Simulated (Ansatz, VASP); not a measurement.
# One calculation of WC, two programs

```
CELL_PARAMETERS angstrom
2.92247 0.00000 0.00000
-1.46123 2.53093 0.00000
0.00000 0.00000 2.84639
ATOMIC_POSITIONS crystal
W 0.00000 0.00000 0.00000
C 0.66667 0.33333 0.50000
```

Alike in both runs: functional PBE; k mesh 9 × 9 × 8; occupations gaussian, width 0.1 eV; no spin polarisation.

Ansatz relaxed the structure, and its values are those at the end. VASP's run is a single point on that final structure, the one shown.

```csv
,VASP,Ansatz
version,VASP 6.6.1,Ansatz 0.2.0
potentials or method,"VASP PAW PBE potentials, release 64 (W_sv, C), cutoff 600 eV","scalar-relativistic, plane waves, PAW"
valence electrons in the cell,18,18
```

|  | VASP | Ansatz | Ansatz less VASP |
| --- | --- | --- | --- |
| gap on the k mesh at the Fermi level (eV) | none | none | - |
| pressure (GPa) | 1.0 | 0.1 | -0.94 |

A gap of «none» marks a metal or a gap that the smearing closes.

Spin-orbit coupling is off throughout.
